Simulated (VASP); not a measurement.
# LiH (Cmmm) in VASP: further runs, part 2 of 2

VASP 6.6.1.

## Step 3: Relaxation of cell and atoms, PBE

INCAR reads:

```
PREC     = Accurate       # precision mode
ENCUT    = 600            # plane-wave cutoff, eV
EDIFF    = 1E-6           # SCF threshold, eV
ISMEAR   = 0              # smearing method
SIGMA    = 0.01           # smearing width, eV
LREAL    = F              # projectors in reciprocal space
LASPH    = T              # aspherical terms in the spheres
NELM     = 80             # most SCF steps
ALGO     = Normal         # electronic algorithm
ISIF     = 3              # what is computed and relaxed
LWAVE    = F              # write WAVECAR
LCHARG   = F              # write CHGCAR
GGA      = PE             # functional
IBRION   = 2              # ionic algorithm
NSW      = 100            # ionic steps
EDIFFG   = -0.01          # ionic threshold
```

KPOINTS reads:

```
regular mesh
0
Gamma
  14 14 14
```

POSCAR reads:

```
LiH
1.0
    1.3786514723     -2.7466112860      0.0000000000
    1.3786514723      2.7466112860      0.0000000000
    0.0000000000      0.0000000000      2.6385541397
Li H
1 1
Direct
    0.5000000000      0.5000000000      0.5000000000
    0.0000000000      0.0000000000      0.0000000000
```

Potentials or basis: VASP PAW PBE potentials, release 64 (Li_sv, H).

The run is started by

```bash
cat potpaw_PBE.64/Li_sv/POTCAR potpaw_PBE.64/H/POTCAR > POTCAR
mpirun -np 1 vasp_std > vasp.out
```

OUTCAR:

```text
PREC = Accurate
   ENCUT = 600
   EDIFF = 1E-6
   ISMEAR = 0
   LREAL = F
   LASPH = T
   NELM = 80
   ISIF = 3
   GGA = PE
   IBRION = 2
   NSW = 100
   EDIFFG = -0.01

 ion  position               nearest neighbor table
   1  0.500  0.500  0.500-
   2  0.000  0.000  0.000-

  LATTYP: Found a base centered orthorhombic cell.
 ALAT       =     2.7573029446
 B/A-ratio  =     1.9922448430
 C/A-ratio  =     0.9569329859

  Lattice vectors:

 A1 = (   1.3786514723,  -2.7466112860,   0.0000000000)
 A2 = (   1.3786514723,   2.7466112860,   0.0000000000)
 A3 = (   0.0000000000,   0.0000000000,   2.6385541397)

Analysis of symmetry for initial positions (statically):
=====================================================================
 Subroutine PRICEL returns:
 Original cell was already a primitive cell.

 Routine SETGRP: Setting up the symmetry group for a
 base centered orthorhombic supercell.

 Subroutine GETGRP returns: Found  8 space group operations
 (whereof  8 operations were pure point group operations)
 out of a pool of  8 trial point group operations.

The static configuration has the point symmetry D_2h.

Analysis of symmetry for dynamics (positions and initial velocities):
=====================================================================
 Subroutine PRICEL returns:
 Original cell was already a primitive cell.

 Routine SETGRP: Setting up the symmetry group for a
 base centered orthorhombic supercell.

 Subroutine GETGRP returns: Found  8 space group operations
 (whereof  8 operations were pure point group operations)
 out of a pool of  8 trial point group operations.

The dynamic configuration has the point symmetry D_2h.

 Subroutine INISYM returns: Found  8 space group operations
 (whereof  8 operations are pure point group operations),
 and found     1 'primitive' translations

----------------------------------------------------------------------------------------

                                     Primitive cell

  volume of cell :      19.9824

  direct lattice vectors                    reciprocal lattice vectors
     1.378651472 -2.746611286  0.000000000     0.362673243 -0.182042505  0.000000000
     1.378651472  2.746611286  0.000000000     0.362673243  0.182042505  0.000000000
     0.000000000  0.000000000  2.638554140     0.000000000  0.000000000  0.378995445

  length of vectors
     3.073199219  3.073199219  2.638554140     0.405797184  0.405797184  0.378995445

  position of ions in fractional coordinates (direct lattice)
     0.500000000  0.500000000  0.500000000
     0.000000000  0.000000000  0.000000000

  ion indices of the primitive-cell ions
   primitive index   ion index
                 1           1
                 2           2

----------------------------------------------------------------------------------------

 KPOINTS: regular mesh

Automatic generation of k-mesh.
 Grid dimensions read from file:
 generate k-points for:   14   14   14

 Generating k-lattice:

  Cartesian coordinates                     Fractional coordinates (reciprocal lattice)
[... 22 lines left out ...]
  0.357143 -0.000000  0.000000      4.000000
[... 16 lines left out ...]
  0.214286  0.142857  0.000000      4.000000
  0.285714  0.142857  0.000000      4.000000
 [... further k-points ...]
   k-points           NKPTS =    456   k-points in BZ     NKDIM =    456   number of bands    NBANDS=      6
   number of dos      NEDOS =    301   number of ions     NIONS =      2
   total plane-waves  NPLWV =  18816
   dimension x,y,z NGX =    28 NGY =   28 NGZ =   24
   dimension x,y,z NGXF=    56 NGYF=   56 NGZF=   48
   ions per type =               1   1
   NGX,Y,Z   is equivalent  to a cutoff of  15.15, 15.15, 15.12 a.u.
   NGXF,Y,Z  is equivalent  to a cutoff of  30.29, 30.29, 30.24 a.u.
 SYSTEM =  unknown system
   PREC   = accura    normal or accurate (medium, high low for compatibility)
   ISTART =      0    job   : 0-new  1-cont  2-samecut
   ICHARG =      2    charge: 1-file 2-atom 10-const
   ISPIN  =      1    spin polarized calculation?
   LNONCOLLINEAR =      F non collinear calculations
   LSORBIT =      F    spin-orbit coupling
   LASPH  =      T    aspherical Exc in radial PAW
   ENCUT  =  600.0 eV  44.10 Ry    6.64 a.u.   6.14  6.14  5.27*2*pi/ulx,y,z
   NELM   =     80;   NELMIN=  2; NELMDL= -5     # of ELM steps
   EDIFF  = 0.1E-05   stopping-criterion for ELM
   LREAL  =      F    real-space projection
   EDIFFG = -.1E-01   stopping-criterion for IOM
   NSW    =    100    number of steps for IOM
   IBRION =      2    ionic relax: 0-MD 1-quasi-New 2-CG
   NFREE  =      1    steps in history (QN), initial steepest desc. (CG)
   ISIF   =      3    stress and relaxation
   ISYM   =      2    0-nonsym 1-usesym 2-fastsym
   POTIM  = 0.5000    time-step for ionic-motion
   TEBEG  =    0.0;   TEEND  =   0.0 temperature during run
   PSTRESS=    0.0 pullay stress
   NELECT =       4.0000    total number of electrons
   NUPDOWN=      -1.0000    fix difference up-down
   EMIN   =  10.00;   EMAX   =-10.00  energy-range for DOS
   EFERMI =   0.00;   METHOD = LEGACY
   ISMEAR =     0;   SIGMA  =   0.01  broadening in eV -4-tet -1-fermi 0-gaus
   EFERMI_NEDOS =   21; number of points for ismear=-14 and -15
   IALGO  =     38    algorithm
   IMIX   =      4    mixing-type and parameters
     AMIX     =   0.40;   BMIX     =  1.00
     AMIX_MAG =   1.60;   BMIX_MAG =  1.00
  volume/ion in A,a.u.               =       9.99        67.42
  Fermi-wavevector in a.u.,A,eV,Ry     =   0.957662  1.809719 12.478128  0.917117
  Thomas-Fermi vector in A             =   2.086700
   LORBIT       =      0    0 simple, 1 ext, 2 COOP (PROOUT), +10 PAW based schemes
   GGA     = PE    functional components
   LHFCALC =     F    Hartree Fock is set to
   AEXX    =    0.0000 exact exchange contribution
   IVDW    =     0    specifies the selected vdW correction
   LEPSILON=     F    determine dielectric tensor
   LRPA    =     F    only Hartree local field effects (RPA)
 conjugate gradient relaxation of ions
 non-spin polarized calculation
 Gauss-broadening in eV      SIGMA  =   0.01
  energy-cutoff  :      600.00
  volume of cell :       19.98
 maximum number of plane-waves:       687
 NGX is ok and might be reduce to    28
   NGX = 13   NGY = 13   NGZ = 11

--------------------------------------- Ionic step        1  -------------------------------------------

 number of electron       4.0000000 magnetization

 Free energy of the ion-electron system (eV)
  ---------------------------------------------------
  ext. energy  EPLUGINS =         0.00000000
  ---------------------------------------------------
  free energy    TOTEN  =        -5.80725682 eV

  energy without entropy =       -5.80725682  energy(sigma->0) =       -5.80725682

------------------------ aborting loop because EDIFF is reached ----------------------------------------

  FORCE on cell =-STRESS in cart. coord.  units (eV):
  Direction    XX          YY          ZZ          XY          YZ          ZX
  --------------------------------------------------------------------------------------
  -------------------------------------------------------------------------------------
  Total       -0.0155100     -0.0215449     -0.0144782     -0.0000000      0.0000000      0.0000000
  in kB       -1.2435809     -1.7274572     -1.1608571     -0.0000000      0.0000000      0.0000000
  external PRESSURE =      -1.3772984 kB  Pullay stress =       0.0000000 kB
[... 59 lines left out ...]
--------------------------------------- Ionic step        3  -------------------------------------------

 number of electron       3.9999999 magnetization

 Free energy of the ion-electron system (eV)
  ---------------------------------------------------
  ext. energy  EPLUGINS =         0.00000000
  ---------------------------------------------------
  free energy    TOTEN  =        -5.80731456 eV

  energy without entropy =       -5.80731456  energy(sigma->0) =       -5.80731456

 E-fermi :   0.3998     XC(G=0):  -7.6596

 val. band max:        0.3695961647   @ k =   0.2857   0.2857   0.5000
 cond. band min:       0.4289274675   @ k =   0.5000   0.5000   0.0000
 fundamental gap:      0.0593313027
 Fermi energy:         0.3998142046

 k-point     1 :       0.0000    0.0000    0.0000
  band No.  band energies     occupation
      1     -45.2410      2.00000
      2      -5.3262      2.00000
      3      10.1485      0.00000
      4      12.3380      0.00000
      5      13.6077      0.00000
      6      14.5600      0.00000
[... 199 lines left out ...]
 k-point    24 :       0.2857    0.1429    0.0000
  band No.  band energies     occupation
      1     -45.2155      2.00000
      2      -3.4980      2.00000
      3       5.5372      0.00000
      4       7.4811      0.00000
      5      13.9773      0.00000
      6      16.3932      0.00000

 [... further k-points ...]
[... 5 lines left out ...]
  --------------------------------------------------------------------------------------
  -------------------------------------------------------------------------------------
  Total        0.0070303     -0.0193681      0.0025846     -0.0000000      0.0000000      0.0000000
  in kB        0.5664974     -1.5606707      0.2082634     -0.0000000      0.0000000      0.0000000
  external PRESSURE =      -0.2619700 kB  Pullay stress =       0.0000000 kB
[... 17 lines left out ...]
  FREE ENERGIE OF THE ION-ELECTRON SYSTEM (eV)
  ---------------------------------------------------
  free  energy   TOTEN  =        -5.8073145559 eV

  energy  without entropy=       -5.8073145551  energy(sigma->0) =       -5.80731456

 reached required accuracy - stopping structural energy minimisation
```

It took 1.8 min on 1 thread of Intel Xeon Platinum 8259CL at 2.50GHz (Skylake/Cascade Lake), shared host; peak memory 0.19 GiB.

What came out:

```yaml
Free_energy: -5.8073 eV
Relaxed_volume: 9.94 Å³/atom
Relaxed_cell: a = 3.067 Å, b = 3.067 Å, c = 2.635 Å, α = 90.00°, β = 90.00°, γ = 126.66°
Space_group_after_relaxing_to_0.1_Å: Cmmm (No. 65)
Energy_gained_by_relaxing: 0.0 meV/atom
Ionic_steps: 3
Pressure_after_relaxing: 0.0 GPa
Band_gap_on_the_k_mesh: 0.06 eV (least direct gap 2.96 eV)
```

Stress tensor (GPa, compression positive):
```
 0.06  0.00  0.00
 0.00 -0.16  0.00
 0.00  0.00  0.02
```

Final structure:
```
CELL_PARAMETERS angstrom
1.37659 -2.74090 0.00000
1.37659 2.74090 0.00000
0.00000 0.00000 2.63487
ATOMIC_POSITIONS crystal
Li 0.50000 0.50000 0.50000
H 0.00000 0.00000 0.00000
```

Caveat: the cutoff is under 1.25 times the usual one of these potentials, so pressure, stress and relaxed cells hold a basis-set (Pulay) error. A k mesh can miss the band edges.

## Step 4: Relaxation of cell and atoms, PBE

This run uses another cell than the first one, of 11.03 Å³/atom.

INCAR reads:

```
SYSTEM = LiH
  ALGO = Normal
  EDIFF = 1E-6
  EDIFFG = -0.01
  ENCUT = 600
  GGA = PE
  IBRION = 2
  ISIF = 3
  ISMEAR = 0
  LASPH = .True.
  LCHARG = .False.
  LREAL = .False.
  LWAVE = .False.
  NELM = 60
  NSW = 100
  PREC = Accurate
  SIGMA = 0.1
```

KPOINTS reads:

```
k-points
0
Gamma
  24 24 14
  0 0 0
```

POSCAR reads:

```
LiH
1.0
    1.4023181900     -1.9808826400      0.0000000000
    1.4023181900      1.9808826400      0.0000000000
    0.0000000000      0.0000000000      3.9701870800
Li H
1 1
Direct
    0.5000000000      0.5000000000      0.5000000000
    0.0000000000      0.0000000000      0.0000000000
```

The run is started by

```bash
cat potpaw_PBE.64/Li_sv/POTCAR potpaw_PBE.64/H/POTCAR > POTCAR
mpirun -np 1 vasp_std > vasp.out
```

It took 20 min on 1 thread of Intel Xeon Platinum 8259CL at 2.50GHz (Skylake/Cascade Lake), shared host; peak memory 0.31 GiB.

It converged, with:

```yaml
Free_energy: -5.7929 eV
Relaxed_volume: 9.00 Å³/atom
Relaxed_cell: a = 2.838 Å, b = 2.838 Å, c = 2.603 Å, α = 90.00°, β = 90.00°, γ = 120.80°
Space_group_after_relaxing_to_0.1_Å: Cmmm (No. 65)
Energy_gained_by_relaxing: 792.7 meV/atom
Ionic_steps: 16
Pressure_after_relaxing: 0.0 GPa
Band_gap_on_the_k_mesh: 0.16 eV (least direct gap 2.59 eV)
```

Step by step:
```tsv
step	energy change (eV)	largest force (eV/Å)	pressure (GPa)	volume (Å³)
1	0.0000	0.0000	-2.80	22.06
2	-0.6357	0.0000	-4.12	21.28
3	-1.2783	0.0000	0.53	16.84
4	-1.4837	0.0000	-3.95	19.02
5	-1.5132	0.0000	-3.38	18.57
6	-1.5146	0.0000	-3.20	18.47
7	-1.5393	0.0000	-1.84	17.73
8	-1.5574	0.0000	0.42	16.78
9	-1.5590	0.0000	1.55	16.39
10	-1.5691	0.0000	1.55	16.52
11	-1.5721	0.0000	1.62	16.65
12	-1.5802	0.0000	0.85	17.23
13	-1.5846	0.0000	-0.28	18.17
14	-1.5846	0.0000	-0.18	18.09
15	-1.5853	0.0000	0.09	17.97
16	-1.5854	0.0000	0.01	18.00
```

Final structure:
```cif
data_structure
_symmetry_space_group_name_H-M 'P 1'
_symmetry_Int_Tables_number 1
_cell_length_a 2.8379
_cell_length_b 2.8379
_cell_length_c 2.6025
_cell_angle_alpha 90.000
_cell_angle_beta 90.000
_cell_angle_gamma 120.800
_cell_volume 18.00
loop_
_atom_site_label
_atom_site_type_symbol
_atom_site_fract_x
_atom_site_fract_y
_atom_site_fract_z
_atom_site_occupancy
Li1 Li 0.50000 0.50000 0.50000 1
H1 H 0.00000 0.00000 0.00000 1
```

Levels at points of the mesh, in eV from the valence-band top:
```csv
k point,band 1,band 2,band 3,band 4,band 5,band 6
"(0.00, 0.00, 0.00)",-45.76,-6.16,11.44,13.16,14.20,15.05
"(0.50, 0.00, 0.00)",-45.73,-3.81,3.40,8.90,13.79,16.76
"(0.50, 0.50, 0.00)",-45.73,-2.43,0.16,10.43,14.50,16.74
"(0.00, 0.00, 0.50)",-45.72,-4.27,2.76,14.51,18.02,18.26
"(0.50, 0.00, 0.50)",-45.70,-0.40,4.11,4.29,10.69,14.25
"(0.50, 0.50, 0.50)",-45.70,-1.28,4.89,6.58,9.05,13.48
```

Caveat: the cutoff is under 1.25 times the usual one of these potentials, so pressure, stress and relaxed cells hold a basis-set (Pulay) error; the volume moved by over 15 % at a fixed basis, so the end points are rough.

## Step 5: The runs side by side

| task | cell | k mesh | cutoff (eV) | smearing | gap on the mesh (eV) | pressure (GPa) | relaxed volume (Å³/atom) |
| --- | --- | --- | --- | --- | --- | --- | --- |
| single point | a = 3.073, b = 3.073, c = 2.639 Å, angles 90.0, 90.0, 126.7°, 2 atoms | 24 × 24 × 14 | 520 | gaussian 0.1 eV | 0.08 | - | - |
| relaxation of cell and atoms | relaxed from a = 3.073, b = 3.073, c = 2.639 Å, angles 90.0, 90.0, 126.7°, 2 atoms | 14 × 14 × 14 | 600 | gaussian 0.01 eV | 0.06 | 0.0 | 9.94 |
| relaxation of cell and atoms | relaxed from a = 2.427, b = 2.427, c = 3.970 Å, angles 90.0, 90.0, 109.4°, 2 atoms | 24 × 24 × 14 | 600 | gaussian 0.1 eV | 0.16 | 0.0 | 9.00 |

Alike in all rows: level PBE; potentials or basis VASP PAW PBE potentials, release 64 (Li_sv, H); no spin polarisation.

Caveats: the cutoff is under 1.25 times the usual one of these potentials, so pressure, stress and relaxed cells hold a basis-set (Pulay) error; the volume moved by over 15 % at a fixed basis, so the end points are rough (at least some runs).

Absolute energies hang on the potentials; compare differences alone.
